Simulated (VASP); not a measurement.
# Co (P6_3/mmc) in VASP: a series of runs

Runs on Co. Level: PBEsol. Tasks: relaxation of shape and atoms at fixed volume, single point.

Program: VASP 6.6.1. These are calculated values, not measurements. Logs are shortened: lines on timing, memory, paths and dates and some standing lists are left out, and cuts for length are marked.

### Step 1. The cell of the first run

Symmetry: P6_3/mmc, No. 194, hexagonal system. The conventional cell has a = 2.381 Å, b = 2.381 Å, c = 3.845 Å, α = 90.00°, β = 90.00°, γ = 120.00°. Within 3.1 Å of Co (site symmetry -6m2) lie 12 Co at 2.36 to 2.38 Å.

### Step 2. Relaxation of shape and atoms at fixed volume, PBEsol, collinear spin, ferromagnetic start (9.44 Å³/atom)

The input, INCAR:

```
  ALGO = Normal
  EDIFF = 1E-7
  EDIFFG = -0.01
  ENCUT = 600
  GGA = PS
  IBRION = 2
  ISIF = 4
  ISMEAR = 0
  ISPIN = 2
  LASPH = True
  LCHARG = False
  LMAXMIX = 4
  LORBIT = 11
  LREAL = False
  LWAVE = False
  MAGMOM = 1.8 1.8
  NELM = 150
  NSW = 50
  PREC = Accurate
  SIGMA = 0.1
```

The input, KPOINTS:

```
k-points
0
Gamma
  18 18 10
```

The input, POSCAR:

```
Co
1.0
    2.3807834618      0.0000000000      0.0000000000
   -1.1903917309      2.0618189588      0.0000000000
    0.0000000000      0.0000000000      3.8453785565
Co
2
Direct
    0.6666666667      0.3333333333      0.2500000000
    0.3333333333      0.6666666667      0.7500000000
```

Potentials or basis: VASP PAW PBE potentials, release 64 (Co).

Launch:

```console
$ cat potpaw_PBE.64/Co/POTCAR > POTCAR
$ mpirun -np 1 vasp_std > vasp.out
```

OUTCAR:

```text
EDIFF = 1E-7
   EDIFFG = -0.01
   ENCUT = 600
   GGA = PS
   IBRION = 2
   ISIF = 4
   ISMEAR = 0
   ISPIN = 2
   LASPH = True
   LORBIT = 11
   LREAL = False
   NELM = 150
   NSW = 50
   PREC = Accurate

 ion  position               nearest neighbor table
   1  0.667  0.333  0.250-   2 2.36   2 2.36   2 2.36   2 2.36   2 2.36   2 2.36
   2  0.333  0.667  0.750-   1 2.36   1 2.36   1 2.36   1 2.36   1 2.36   1 2.36

  LATTYP: Found a hexagonal cell.
 ALAT       =     2.3807834618
 C/A-ratio  =     1.6151735839

  Lattice vectors:

 A1 = (   2.3807834618,   0.0000000000,   0.0000000000)
 A2 = (  -1.1903917309,   2.0618189588,   0.0000000000)
 A3 = (   0.0000000000,   0.0000000000,   3.8453785565)

Analysis of symmetry for initial positions (statically):
=====================================================================
 Subroutine PRICEL returns:
 Original cell was already a primitive cell.

 Routine SETGRP: Setting up the symmetry group for a
 hexagonal supercell.

 Subroutine GETGRP returns: Found 24 space group operations
 (whereof 12 operations were pure point group operations)
 out of a pool of 24 trial point group operations.

The static configuration has the point symmetry D_3d.
 The point group associated with its full space group is D_6h.

Analysis of symmetry for dynamics (positions and initial velocities):
=====================================================================
 Subroutine PRICEL returns:
 Original cell was already a primitive cell.

 Routine SETGRP: Setting up the symmetry group for a
 hexagonal supercell.

 Subroutine GETGRP returns: Found 24 space group operations
 (whereof 12 operations were pure point group operations)
 out of a pool of 24 trial point group operations.

The dynamic configuration has the point symmetry D_3d.
 The point group associated with its full space group is D_6h.

Analysis of structural, dynamic, and magnetic symmetry:
=====================================================================
 Subroutine PRICEL returns:
 Original cell was already a primitive cell.

 Routine SETGRP: Setting up the symmetry group for a
 hexagonal supercell.

 Subroutine GETGRP returns: Found 24 space group operations
 (whereof 12 operations were pure point group operations)
 out of a pool of 24 trial point group operations.

The overall configuration has the point symmetry D_3d.
 The point group associated with its full space group is D_6h.

 Subroutine INISYM returns: Found 24 space group operations
 (whereof 12 operations are pure point group operations),
 and found     1 'primitive' translations

[... 192 lines left out ...]
 val. band max:       12.1608281414   @ k =   0.2778   0.1667   0.4000
 cond. band min:      12.1636316372   @ k =   0.3889   0.1667   0.5000
 fundamental gap:      0.0028034958
 Fermi energy:        12.1632682455

 spin component 1

 k-point     1 :       0.0000    0.0000    0.0000
  band No.  band energies     occupation
      1       2.3691      1.00000
      2       6.3319      1.00000
      3       9.3935      1.00000
      4       9.4049      1.00000
      5       9.4050      1.00000
      6       9.8061      1.00000
      7       9.8061      1.00000
      8      10.2393      1.00000
      9      10.2393      1.00000
     10      11.6220      1.00000
     11      11.6220      1.00000
     12      12.0174      0.98044
     13      19.9048      0.00000
     14      35.2468      0.00000
[... 403 lines left out ...]
      4       8.9305      1.00000
      5       9.1307      1.00000
      6       9.4956      1.00000
      7       9.9063      1.00000
      8      11.5892      1.00000
      9      11.7956      1.00000
     10      11.8344      1.00000
     11      13.7310      0.00000
     12      17.5994      0.00000
     13      22.7289      0.00000
     14      23.7213      0.00000
     15      25.9396      0.00000

 [... further k-points ...]

 spin component 2

 k-point     1 :       0.0000    0.0000    0.0000
  band No.  band energies     occupation
      1       2.4581      1.00000
      2       7.2363      1.00000
      3      10.9118      1.00000
      4      10.9143      1.00000
      5      10.9143      1.00000
      6      11.3701      1.00000
      7      11.3701      1.00000
      8      11.8678      0.99999
      9      11.8678      0.99999
     10      12.0756      0.89242
     11      13.3659      0.00000
     12      13.3659      0.00000
     13      20.9098      0.00000
     14      35.1218      0.00000
[... 403 lines left out ...]
      4       9.7112      1.00000
      5      10.5953      1.00000
      6      10.8805      1.00000
      7      11.3670      1.00000
      8      13.2988      0.00000
      9      13.5365      0.00000
     10      13.6061      0.00000
     11      15.0222      0.00000
     12      18.4588      0.00000
     13      23.3141      0.00000
     14      24.2188      0.00000
     15      26.3233      0.00000

 [... further k-points ...]

------------------------ aborting loop because EDIFF is reached ----------------------------------------

  FORCE on cell =-STRESS in cart. coord.  units (eV):
  Direction    XX          YY          ZZ          XY          YZ          ZX
  --------------------------------------------------------------------------------------
  -------------------------------------------------------------------------------------
  Total        3.2428277      3.2428277      3.2528272      0.0000000      0.0000000      0.0000000
  in kB      275.2484838    275.2484838    276.0972274      0.0000000      0.0000000      0.0000000
  external PRESSURE =     275.5313983 kB  Pullay stress =       0.0000000 kB

 VOLUME and BASIS-vectors are now :
 -----------------------------------------------------------------------------
  energy-cutoff  :      600.00
  volume of cell :       18.88
      direct lattice vectors                 reciprocal lattice vectors
     2.381479461 -0.000000000  0.000000000     0.419907044  0.242433445 -0.000000000
    -1.190739731  2.062421712  0.000000000     0.000000000  0.484866889 -0.000000000
     0.000000000  0.000000000  3.843131222    -0.000000000 -0.000000000  0.260204490

 POSITION                                       TOTAL-FORCE (eV/Angst)
 -----------------------------------------------------------------------------------
      1.19074      0.68747      0.96078        -0.000000      0.000000      0.000000
     -0.00000      1.37495      2.88235         0.000000     -0.000000     -0.000000
 -----------------------------------------------------------------------------------
    total drift:                                0.000000     -0.000000     -0.000000

  FREE ENERGIE OF THE ION-ELECTRON SYSTEM (eV)
  ---------------------------------------------------
  free  energy   TOTEN  =       -15.3359292172 eV

  energy  without entropy=      -15.3270222840  energy(sigma->0) =      -15.33147575

 reached required accuracy - stopping structural energy minimisation

 total charge

# of ion       s       p       d       tot
------------------------------------------
    1        0.553   0.660   7.371   8.584
    2        0.553   0.660   7.371   8.584
--------------------------------------------------
tot          1.106   1.320  14.742  17.167

 magnetization (x)

# of ion       s       p       d       tot
------------------------------------------
    1       -0.016  -0.052   1.562   1.494
    2       -0.016  -0.052   1.562   1.494
--------------------------------------------------
tot         -0.032  -0.104   3.124   2.988
```

Wall time 3.1 min (1 thread of Intel Xeon Platinum 8259CL at 2.50GHz (Skylake/Cascade Lake), shared host); peak memory 0.23 GiB.

Results:

| Property | Result |
| --- | --- |
| Free energy | -15.3359 eV |
| Energy gained by relaxing | 0.0 meV/atom |
| Ionic steps | 2 |
| Pressure after relaxing | 27.6 GPa |
| Net moment | 3.01 μB per cell |
| Site moments | Co +1.49 μB |
| Valence electrons inside the program's atomic spheres | Co 8.58 |

Final structure:
```yaml
crystal:
  lattice:
    - [2.38148, 0.00000, 0.00000]
    - [-1.19074, 2.06242, 0.00000]
    - [0.00000, 0.00000, 3.84313]
  atoms:
    - { symbol: Co, position: [0.66667, 0.33333, 0.25000] }
    - { symbol: Co, position: [0.33333, 0.66667, 0.75000] }
```

Caveat: the PAW data sets were made with another functional, which shifts forces and pressure a little.

### Step 3. Single point, PBEsol, collinear spin, ferromagnetic start

This run uses another cell than the first one, of 10.37 Å³/atom.

The input, INCAR:

```
ALGO = Normal
EDIFF = 1E-7
ENCUT = 520
GGA = PS
ISIF = 2
ISMEAR = 0
ISPIN = 2
KPAR = 4
LASPH = T
LCHARG = F
LMAXMIX = 4
LORBIT = 11
LREAL = F
LWAVE = F
MAGMOM = 1.8 1.8
NBANDS = 20
NELM = 150
PREC = Accurate
SIGMA = 0.15
```

The input, KPOINTS:

```
k-points
0
Gamma
  30 30 16
```

The input, POSCAR:

```
Co
1.0
    2.4564188984      0.0000000000      0.0000000000
   -1.2282094492      2.1273211683      0.0000000000
    0.0000000000      0.0000000000      3.9694711002
Co
2
Direct
    0.6666666667      0.3333333333      0.2500068659
    0.3333333333      0.6666666667      0.7499931341
```

Potentials or basis: VASP PAW PBE potentials, release 64 (Co).

Launch:

```console
$ cat potpaw_PBE.64/Co/POTCAR > POTCAR
$ mpirun -np 4 vasp_std > vasp.out
```

Wall time 6.2 min (4 MPI ranks of Oxide Virtual Turin-like, shared host); peak memory 0.74 GiB.

It converged, with:

```yaml
Free_energy: -15.4827 eV
Pressure: -0.9 GPa
Net_moment: 3.13 μB per cell
Site_moments: Co +1.57 μB
Valence_electrons_inside_the_program's_atomic_spheres: Co 8.36
```

Stress tensor (GPa, compression positive):
```
-0.87  0.00  0.00
 0.00 -0.87  0.00
 0.00  0.00 -0.96
```

Levels at points of the mesh, in eV from the Fermi level:
Spin up:
```csv
k point,band 8,band 9,band 10,band 11,band 12,band 13,band 14,band 15
"(0.00, 0.00, 0.00)",-1.91,-1.91,-0.71,-0.71,-0.14,6.77,22.30,25.30
"(0.50, 0.00, 0.00)",-0.58,-0.47,-0.41,1.44,3.54,10.02,10.72,13.15
"(0.00, 0.00, 0.50)",-2.69,-1.05,-1.05,-1.05,-1.05,15.53,15.53,23.05
"(0.50, 0.00, 0.50)",-1.00,-0.48,-0.48,1.64,1.64,7.66,7.67,18.89
```
Spin down:
| k point | band 3 | band 4 | band 5 | band 6 | band 7 | band 8 | band 9 | band 10 | band 11 | band 12 |
| --- | --- | --- | --- | --- | --- | --- | --- | --- | --- | --- |
| (0.00, 0.00, 0.00) | -1.06 | -1.05 | -1.05 | -0.65 | -0.65 | -0.21 | -0.21 | -0.12 | 1.10 | 1.10 |
| (0.50, 0.00, 0.00) | -3.47 | -1.93 | -1.22 | -1.11 | -0.67 | 1.24 | 1.38 | 1.41 | 2.68 | 4.53 |
| (0.00, 0.00, 0.50) | -1.64 | -1.64 | -1.12 | -1.12 | -1.12 | -1.12 | 0.74 | 0.74 | 0.74 | 0.74 |
| (0.50, 0.00, 0.50) | -2.54 | -2.54 | -0.09 | -0.09 | 0.26 | 0.26 | 1.34 | 1.34 | 2.32 | 2.32 |

Caveat: the PAW data sets were made with another functional, which shifts forces and pressure a little.
